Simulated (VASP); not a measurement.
Input of a VASP 6.6.1 run:

INCAR

```
SYSTEM = CdS
PREC = Accurate
ENCUT = 520
EDIFF = 1E-6
ISMEAR = 0
SIGMA = 0.02
LREAL = .FALSE.
LASPH = .TRUE.
NELM = 100
ALGO = Normal
ISIF = 2
LWAVE = .FALSE.
LCHARG = .TRUE.
GGA = PE
LELF = .TRUE.
LVHAR = .TRUE.
NBANDS = 16
```

The input KPOINTS:

```
regular mesh
0
G
  8 8 8
  0 0 0
```

POSCAR

```
CdS
1.0
    0.0000000000      3.0588638829      3.0588638829
    3.0588638829      0.0000000000      3.0588638829
    3.0588638829      3.0588638829      0.0000000000
Cd S
1 1
Direct
    0.0000000000      0.0000000000      0.0000000000
    0.2500000000      0.2500000000      0.2500000000
```

Potentials or basis: VASP PAW PBE potentials, release 64 (Cd, S).

Command:

```bash
$ cat potpaw_PBE.64/Cd/POTCAR potpaw_PBE.64/S/POTCAR > POTCAR
$ mpirun -np 1 vasp_std > vasp.out
```

(1) Estimate the band gap on the k mesh.

(2) Predict the pressure.

## Answers

(1) 0.83 eV, direct.

(2) -3.9 GPa.
